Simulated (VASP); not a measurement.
# KF (I4/mmm) in VASP: a series of runs

Runs on KF. Level: r2SCAN. Tasks: single point.

All numbers are computed with VASP 6.6.1; they aren't measurements. Logs are shortened: lines on timing, memory, paths and dates and some standing lists are left out, and cuts for length are marked.

## Step 1: The cell of the first run

Symmetry: I4/mmm, No. 139, tetragonal system. Conventional cell: a = 3.686 Å, b = 3.686 Å, c = 5.614 Å, α = 90.00°, β = 90.00°, γ = 90.00°. Within 3.4 Å of K (site symmetry 4/mmm) lie 6 F at 2.61 to 2.81 Å. Within 3.4 Å of F (site symmetry 4/mmm) lie 6 K at 2.61 to 2.81 Å.

## Step 2: Single point, r2SCAN (strain -0.025 along x and y, +0.050 along z)

File POSCAR:

```
KF
1.0
    0.0000000000      2.6066625000      2.8071750000
    2.6066625000      0.0000000000      2.8071750000
    2.6066625000      2.6066625000      0.0000000000
K F
1 1
Direct
    0.0000000000      0.0000000000      0.0000000000
    0.5000000000      0.5000000000      0.5000000000
```

File INCAR.step1:

```
SYSTEM = KF
PREC     = Accurate       ! precision mode
ENCUT    = 520            ! plane-wave cutoff, eV
ISMEAR   = 0              ! smearing method
SIGMA    = 0.05           ! smearing width, eV
LREAL    = .FALSE.        ! projectors in reciprocal space
LASPH    = .TRUE.         ! aspherical terms in the spheres
NELM     = 80             ! most SCF steps
NBANDS   = 15             ! bands
GGA      = PE             ! functional
ALGO     = Normal         ! electronic algorithm
EDIFF    = 1E-4           ! SCF threshold, eV
LWAVE    = .TRUE.         ! write WAVECAR
LCHARG   = .FALSE.        ! write CHGCAR
```

File INCAR.step2:

```
SYSTEM = KF
PREC     = Accurate       ! precision mode
ENCUT    = 520            ! plane-wave cutoff, eV
EDIFF    = 1E-6           ! SCF threshold, eV
ISMEAR   = 0              ! smearing method
SIGMA    = 0.05           ! smearing width, eV
LREAL    = .FALSE.        ! projectors in reciprocal space
LASPH    = .TRUE.         ! aspherical terms in the spheres
NELM     = 80             ! most SCF steps
ALGO     = Normal         ! electronic algorithm
ISIF     = 2              ! what is computed and relaxed
LWAVE    = .FALSE.        ! write WAVECAR
LCHARG   = .TRUE.         ! write CHGCAR
METAGGA  = R2SCAN         ! meta-GGA
LMIXTAU  = .TRUE.       
LELF     = .TRUE.         ! ELF
LVHAR    = .TRUE.       
NBANDS   = 15             ! bands
ISTART   = 1
```

File KPOINTS:

```
Automatic mesh
0
G
  8 8 8
  0 0 0
```

Potentials or basis: VASP PAW PBE potentials, release 64 (K_sv, F).

Launch:

```sh
> cat potpaw_PBE.64/K_sv/POTCAR potpaw_PBE.64/F/POTCAR > POTCAR
> cp INCAR.step1 INCAR
> mpirun -np 1 vasp_std > vasp.out
> cp INCAR.step2 INCAR
> mpirun -np 1 vasp_std > vasp.out
```

OUTCAR:

```text
SYSTEM = KF
   PREC = Accurate
   ENCUT = 520
   EDIFF = 1E-6
   ISMEAR = 0
   LREAL = .FALSE.
   LASPH = .TRUE.
   NELM = 80
   ISIF = 2
   METAGGA = R2SCAN
   ISTART = 1

 ion  position               nearest neighbor table
   1  0.000  0.000  0.000-   2 2.61   2 2.61   2 2.61   2 2.61   2 2.81   2 2.81
   2  0.500  0.500  0.500-   1 2.61   1 2.61   1 2.61   1 2.61   1 2.81   1 2.81

  LATTYP: Found a body centered tetragonal cell.
 ALAT       =     3.6863774600
 C/A-ratio  =     1.5229992210

  Lattice vectors:

 A1 = (  -2.6066625000,   0.0000000000,   2.8071750000)
 A2 = (   2.6066625000,   0.0000000000,   2.8071750000)
 A3 = (   0.0000000000,   2.6066625000,  -2.8071750000)

Analysis of symmetry for initial positions (statically):
=====================================================================
 Subroutine PRICEL returns:
 Original cell was already a primitive cell.

 Routine SETGRP: Setting up the symmetry group for a
 body centered tetragonal supercell.

 Subroutine GETGRP returns: Found 16 space group operations
 (whereof 16 operations were pure point group operations)
 out of a pool of 16 trial point group operations.

The static configuration has the point symmetry D_4h.

Analysis of symmetry for dynamics (positions and initial velocities):
=====================================================================
 Subroutine PRICEL returns:
 Original cell was already a primitive cell.

 Routine SETGRP: Setting up the symmetry group for a
 body centered tetragonal supercell.

 Subroutine GETGRP returns: Found 16 space group operations
 (whereof 16 operations were pure point group operations)
 out of a pool of 16 trial point group operations.

The dynamic configuration has the point symmetry D_4h.

 Subroutine INISYM returns: Found 16 space group operations
 (whereof 16 operations are pure point group operations),
 and found     1 'primitive' translations

----------------------------------------------------------------------------------------

                                     Primitive cell

  volume of cell :      38.1478

  direct lattice vectors                    reciprocal lattice vectors
     0.000000000  2.606662500  2.807175000    -0.191816163  0.191816163  0.178115009
     2.606662500  0.000000000  2.807175000     0.191816163 -0.191816163  0.178115009
     2.606662500  2.606662500  0.000000000     0.191816163  0.191816163 -0.178115009

  length of vectors
     3.830785934  3.830785934  3.686377460     0.324517854  0.324517854  0.324517854

  position of ions in fractional coordinates (direct lattice)
     0.000000000  0.000000000  0.000000000
     0.500000000  0.500000000  0.500000000

  ion indices of the primitive-cell ions
   primitive index   ion index
                 1           1
                 2           2

----------------------------------------------------------------------------------------

 KPOINTS: Automatic mesh

Automatic generation of k-mesh.
 Grid dimensions read from file:
 generate k-points for:    8    8    8

 Generating k-lattice:

  Cartesian coordinates                     Fractional coordinates (reciprocal lattice)
    -0.023977020  0.023977020  0.022264376     0.125000000  0.000000000  0.000000000
     0.023977020 -0.023977020  0.022264376     0.000000000  0.125000000  0.000000000
     0.023977020  0.023977020 -0.022264376     0.000000000  0.000000000  0.125000000

  Length of vectors
     0.040564732  0.040564732  0.040564732

  Shift w.r.t. Gamma in fractional coordinates (k-lattice)
     0.000000000  0.000000000  0.000000000

 Subroutine IBZKPT returns following result:
 ===========================================

 Found     59 irreducible k-points:

 Following reciprocal coordinates:
            Coordinates               Weight
  0.000000  0.000000  0.000000      1.000000
  0.125000  0.000000  0.000000      8.000000
  0.250000  0.000000  0.000000      8.000000
  0.375000  0.000000  0.000000      8.000000
  0.500000  0.000000  0.000000      4.000000
  0.125000  0.125000  0.000000      2.000000
[... 16 lines left out ...]
  0.250000  0.000000  0.125000     16.000000
  0.375000  0.000000  0.125000     16.000000
 [... further k-points ...]
   k-points           NKPTS =     59   k-points in BZ     NKDIM =     59   number of bands    NBANDS=     15
   number of dos      NEDOS =    301   number of ions     NIONS =      2
   total plane-waves  NPLWV =  21952
   dimension x,y,z NGX =    28 NGY =   28 NGZ =   28
   dimension x,y,z NGXF=    56 NGYF=   56 NGZF=   56
   ions per type =               1   1
   NGX,Y,Z   is equivalent  to a cutoff of  12.15, 12.15, 12.63 a.u.
   NGXF,Y,Z  is equivalent  to a cutoff of  24.30, 24.30, 25.25 a.u.
 SYSTEM =  KF
   PREC   = accura    normal or accurate (medium, high low for compatibility)
   ISTART =      1    job   : 0-new  1-cont  2-samecut
   ICHARG =      0    charge: 1-file 2-atom 10-const
   ISPIN  =      1    spin polarized calculation?
   LNONCOLLINEAR =      F non collinear calculations
   LSORBIT =      F    spin-orbit coupling
   LASPH  =      T    aspherical Exc in radial PAW
   ENCUT  =  520.0 eV  38.22 Ry    6.18 a.u.   7.12  7.12  6.85*2*pi/ulx,y,z
   NELM   =     80;   NELMIN=  2; NELMDL=  0     # of ELM steps
   EDIFF  = 0.1E-05   stopping-criterion for ELM
   LREAL  =      F    real-space projection
   EDIFFG = 0.1E-04   stopping-criterion for IOM
   NSW    =      0    number of steps for IOM
   IBRION =     -1    ionic relax: 0-MD 1-quasi-New 2-CG
   NFREE  =      0    steps in history (QN), initial steepest desc. (CG)
   ISIF   =      2    stress and relaxation
   ISYM   =      2    0-nonsym 1-usesym 2-fastsym
   POTIM  = 0.5000    time-step for ionic-motion
   TEBEG  =    0.0;   TEEND  =   0.0 temperature during run
   PSTRESS=    0.0 pullay stress
   NELECT =      16.0000    total number of electrons
   NUPDOWN=      -1.0000    fix difference up-down
   EMIN   =  10.00;   EMAX   =-10.00  energy-range for DOS
   EFERMI =   0.00;   METHOD = LEGACY
   ISMEAR =     0;   SIGMA  =   0.05  broadening in eV -4-tet -1-fermi 0-gaus
   EFERMI_NEDOS =   21; number of points for ismear=-14 and -15
   IALGO  =     38    algorithm
   IMIX   =      4    mixing-type and parameters
     AMIX     =   0.40;   BMIX     =  1.00
     AMIX_MAG =   1.60;   BMIX_MAG =  1.00
  volume/ion in A,a.u.               =      19.07       128.72
  Fermi-wavevector in a.u.,A,eV,Ry     =   1.225439  2.315744 20.431888  1.501701
  Thomas-Fermi vector in A             =   2.360477
   LORBIT       =      0    0 simple, 1 ext, 2 COOP (PROOUT), +10 PAW based schemes
   METAGGA = R2SCAN    functional components
   LHFCALC =     F    Hartree Fock is set to
   AEXX    =    0.0000 exact exchange contribution
   IVDW    =     0    specifies the selected vdW correction
   LEPSILON=     F    determine dielectric tensor
   LRPA    =     F    only Hartree local field effects (RPA)
 non-spin polarized calculation
 Gauss-broadening in eV      SIGMA  =   0.05
  energy-cutoff  :      520.00
  volume of cell :       38.15
 maximum number of plane-waves:      1042
   NGX = 15   NGY = 15   NGZ = 13

 number of electron      16.0000006 magnetization

 Free energy of the ion-electron system (eV)
  ---------------------------------------------------
  ext. energy  EPLUGINS =         0.00000000
  ---------------------------------------------------
  free energy    TOTEN  =       -14.94880254 eV

  energy without entropy =      -14.94880254  energy(sigma->0) =      -14.94880254

 E-fermi :  -3.0593     XC(G=0):  -8.8900

 val. band max:       -3.3139192178   @ k =   0.0000   0.0000   0.0000
 cond. band min:       3.4461318381   @ k =   0.0000   0.0000   0.0000
 fundamental gap:      6.7600510559
 Fermi energy:        -3.0593176943

 k-point     1 :       0.0000    0.0000    0.0000
  band No.  band energies     occupation
      1     -30.4561      2.00000
      2     -23.1457      2.00000
      3     -12.9718      2.00000
      4     -12.9308      2.00000
      5     -12.9308      2.00000
      6      -3.4136      2.00000
      7      -3.3139      2.00000
      8      -3.3139      2.00000
      9       3.4461      0.00000
     10       7.8417      0.00000
     11       8.2824      0.00000
     12       8.2824      0.00000
     13       9.6572      0.00000
     14      10.3525      0.00000
     15      13.8862      0.00000

 k-point     2 :       0.1250    0.0000    0.0000
  band No.  band energies     occupation
      1     -30.4420      2.00000
      2     -23.1594      2.00000
      3     -12.9996      2.00000
      4     -12.9512      2.00000
      5     -12.9300      2.00000
      6      -3.4974      2.00000
      7      -3.4111      2.00000
      8      -3.3729      2.00000
      9       3.8747      0.00000
     10       7.7865      0.00000
     11       8.2538      0.00000
     12       8.4921      0.00000
     13       9.8143      0.00000
     14      10.4966      0.00000
     15      14.7059      0.00000

 k-point     3 :       0.2500    0.0000    0.0000
  band No.  band energies     occupation
      1     -30.4076      2.00000
      2     -23.1929      2.00000
      3     -13.0872      2.00000
      4     -12.9792      2.00000
      5     -12.9279      2.00000
      6      -3.7687      2.00000
      7      -3.5393      2.00000
      8      -3.5123      2.00000
      9       4.9462      0.00000
     10       7.4216      0.00000
     11       8.7415      0.00000
     12       9.0321      0.00000
     13      10.3187      0.00000
     14      10.9157      0.00000
     15      15.9071      0.00000
[... 343 lines left out ...]
 k-point    23 :       0.2500    0.0000    0.1250
  band No.  band energies     occupation
      1     -30.4074      2.00000
      2     -23.1897      2.00000
      3     -13.0577      2.00000
      4     -13.0143      2.00000
      5     -12.9475      2.00000
      6      -3.7881      2.00000
      7      -3.5010      2.00000
      8      -3.4148      2.00000
      9       4.8070      0.00000
     10       7.0862      0.00000
     11       8.8907      0.00000
     12       9.1481      0.00000
     13      10.2865      0.00000
     14      10.7734      0.00000
     15      16.2115      0.00000

 k-point    24 :       0.3750    0.0000    0.1250
  band No.  band energies     occupation
      1     -30.3735      2.00000
      2     -23.2167      2.00000
      3     -13.1595      2.00000
      4     -13.0360      2.00000
      5     -12.9733      2.00000
      6      -3.9392      2.00000
      7      -3.6168      2.00000
      8      -3.5519      2.00000
      9       5.9110      0.00000
     10       6.9884      0.00000
     11       9.3816      0.00000
     12       9.6143      0.00000
     13      11.0934      0.00000
     14      11.3142      0.00000
     15      15.2165      0.00000

 [... further k-points ...]
[... 5 lines left out ...]
  --------------------------------------------------------------------------------------
  -------------------------------------------------------------------------------------
  Total        0.3022068      0.3022068     -0.6322519      0.0000000     -0.0000000      0.0000000
  in kB       12.6924589     12.6924589    -26.5541049      0.0000000     -0.0000000      0.0000000
  external PRESSURE =      -0.3897290 kB  Pullay stress =       0.0000000 kB

 VOLUME and BASIS-vectors are now :
 -----------------------------------------------------------------------------
  energy-cutoff  :      520.00
  volume of cell :       38.15
      direct lattice vectors                 reciprocal lattice vectors
     0.000000000  2.606662500  2.807175000    -0.191816163  0.191816163  0.178115009
     2.606662500  0.000000000  2.807175000     0.191816163 -0.191816163  0.178115009
     2.606662500  2.606662500  0.000000000     0.191816163  0.191816163 -0.178115009

 POSITION                                       TOTAL-FORCE (eV/Angst)
 -----------------------------------------------------------------------------------
      0.00000      0.00000      0.00000         0.000000     -0.000000      0.000000
      2.60666      2.60666      2.80717         0.000000      0.000000      0.000000
 -----------------------------------------------------------------------------------
    total drift:                                0.000000      0.000000      0.000000

  FREE ENERGIE OF THE ION-ELECTRON SYSTEM (eV)
  ---------------------------------------------------
  free  energy   TOTEN  =       -14.9488025389 eV

  energy  without entropy=      -14.9488025389  energy(sigma->0) =      -14.94880254
```

Wall time 2.7 min (1 thread of Intel Xeon 8259CL, shared host); peak memory 0.18 GiB.

Results:

- Free energy: -14.9488 eV
- Pressure: 0.0 GPa
- Band gap on the k mesh: 6.76 eV

Caveat: the cell differs from its parent crystal (strain -0.025 along x and y, +0.050 along z); the PAW data sets were made with another functional, which shifts forces and pressure a little.

## Step 3: Single point, r2SCAN (strain +0.025 along x and y, -0.050 along z)

File POSCAR:

```
KF
1.0
    0.0000000000      2.7403375000      2.5398250000
    2.7403375000      0.0000000000      2.5398250000
    2.7403375000      2.7403375000      0.0000000000
K F
1 1
Direct
    0.0000000000      0.0000000000      0.0000000000
    0.5000000000      0.5000000000      0.5000000000
```

File INCAR.step1:

```
ALGO     = Normal         # electronic algorithm
EDIFF    = 1E-4           # SCF threshold, eV
ENCUT    = 520            # plane-wave cutoff, eV
GGA      = PE             # functional
ISMEAR   = 0              # smearing method
LASPH    = T              # aspherical terms in the spheres
LCHARG   = F              # write CHGCAR
LREAL    = F              # projectors in reciprocal space
LWAVE    = T              # write WAVECAR
NBANDS   = 15             # bands
NELM     = 100            # most SCF steps
PREC     = Accurate       # precision mode
SIGMA    = 0.05           # smearing width, eV
```

File INCAR.step2:

```
ALGO     = Normal         # electronic algorithm
EDIFF    = 1E-6           # SCF threshold, eV
ENCUT    = 520            # plane-wave cutoff, eV
ISIF     = 2              # what is computed and relaxed
ISMEAR   = 0              # smearing method
ISTART   = 1            
LASPH    = T              # aspherical terms in the spheres
LCHARG   = T              # write CHGCAR
LELF     = T              # ELF
LMIXTAU  = T            
LREAL    = F              # projectors in reciprocal space
LVHAR    = T            
LWAVE    = F              # write WAVECAR
METAGGA  = R2SCAN         # meta-GGA
NBANDS   = 15             # bands
NELM     = 100            # most SCF steps
PREC     = Accurate       # precision mode
SIGMA    = 0.05           # smearing width, eV
```

File KPOINTS:

```
k-points
0
Gamma
  8 8 8
```

Potentials or basis: VASP PAW PBE potentials, release 64 (K_sv, F).

Launch:

```sh
> cat potpaw_PBE.64/K_sv/POTCAR potpaw_PBE.64/F/POTCAR > POTCAR
> cp INCAR.step1 INCAR
> mpirun -np 1 vasp_std > vasp.out
> cp INCAR.step2 INCAR
> mpirun -np 1 vasp_std > vasp.out
```

It took 3.7 min on 1 thread of Intel Xeon 8259CL, shared host; peak memory 0.19 GiB.

The run converged. Its results:

```yaml
Free_energy: -14.9422 eV
Pressure: 0.1 GPa
Band_gap_on_the_k_mesh: 6.70 eV
```

Stress tensor (GPa, compression positive):
```
-1.73  0.00  0.00
 0.00 -1.73  0.00
 0.00  0.00  3.65
```

Levels at points of the mesh, in eV from the valence-band top:
| k point | band 4 | band 5 | band 6 | band 7 | band 8 | band 9 | band 10 | band 11 | band 12 | band 13 |
| --- | --- | --- | --- | --- | --- | --- | --- | --- | --- | --- |
| (0.00, 0.00, 0.00) | -9.70 | -9.68 | -0.14 | -0.14 | 0.00 | 6.70 | 11.25 | 11.25 | 11.67 | 12.83 |
| (0.50, 0.00, 0.00) | -9.77 | -9.65 | -0.87 | -0.45 | -0.44 | 9.57 | 11.13 | 12.61 | 13.11 | 15.15 |
| (0.50, 0.50, 0.00) | -9.95 | -9.95 | -0.20 | -0.20 | -0.15 | 8.47 | 11.22 | 12.78 | 14.53 | 15.04 |
| (0.50, 0.00, 0.50) | -9.91 | -9.84 | -0.36 | -0.19 | -0.04 | 8.81 | 11.10 | 12.08 | 14.55 | 14.73 |

Caveat: the cell differs from its parent crystal (strain +0.025 along x and y, -0.050 along z); the PAW data sets were made with another functional, which shifts forces and pressure a little. A k mesh can miss the band edges.

## Step 4: Single point, r2SCAN (strain +0.025 along x and y, -0.025 along z)

File POSCAR:

```
KF
1.0
    0.0000000000      2.7403375000      2.6066625000
    2.7403375000      0.0000000000      2.6066625000
    2.7403375000      2.7403375000      0.0000000000
K F
1 1
Direct
    0.0000000000      0.0000000000      0.0000000000
    0.5000000000      0.5000000000      0.5000000000
```

File INCAR.step1:

```
SYSTEM = KF
  ALGO = Normal
  EDIFF = 1E-4
  ENCUT = 520
  GGA = PE
  ISMEAR = 0
  LASPH = .TRUE.
  LCHARG = .FALSE.
  LREAL = .FALSE.
  LWAVE = .TRUE.
  NBANDS = 15
  NELM = 100
  PREC = Accurate
  SIGMA = 0.05
```

File INCAR.step2:

```
SYSTEM = KF
  ALGO = Normal
  EDIFF = 1E-7
  ENCUT = 520
  ISIF = 2
  ISMEAR = 0
  ISTART = 1
  LASPH = .TRUE.
  LCHARG = .FALSE.
  LMIXTAU = .TRUE.
  LREAL = .FALSE.
  LWAVE = .FALSE.
  METAGGA = R2SCAN
  NBANDS = 15
  NELM = 100
  PREC = Accurate
  SIGMA = 0.05
```

File KPOINTS:

```
k-points
0
G
  8 8 8
  0 0 0
```

Launch:

```sh
> cat potpaw_PBE.64/K_sv/POTCAR potpaw_PBE.64/F/POTCAR > POTCAR
> cp INCAR.step1 INCAR
> mpirun -np 1 vasp_std > vasp.out
> cp INCAR.step2 INCAR
> mpirun -np 1 vasp_std > vasp.out
```

Wall time 3.1 min (1 thread of Intel Xeon 8259CL, shared host); peak memory 0.19 GiB.

Results (log left out):

```
Free energy            : -14.9570 eV
Pressure               : -1.1 GPa
Band gap on the k mesh : 6.63 eV
```

Stress tensor (GPa, compression positive):
```
-2.07  0.00  0.00
 0.00 -2.07  0.00
 0.00  0.00  0.79
```

Levels at points of the mesh, in eV from the valence-band top:
```csv
k point,band 6,band 7,band 8,band 9,band 10,band 11
"(0.00, 0.00, 0.00)",-0.08,-0.08,0.00,6.63,11.25,11.25
"(0.50, 0.00, 0.00)",-0.79,-0.38,-0.37,9.51,10.99,12.60
"(0.50, 0.50, 0.00)",-0.18,-0.14,-0.14,8.56,11.07,12.46
"(0.50, 0.00, 0.50)",-0.31,-0.13,-0.05,8.77,11.01,12.00
```

Caveat: the cell differs from its parent crystal (strain +0.025 along x and y, -0.025 along z); the PAW data sets were made with another functional, which shifts forces and pressure a little.

[end of part 1 of 2]
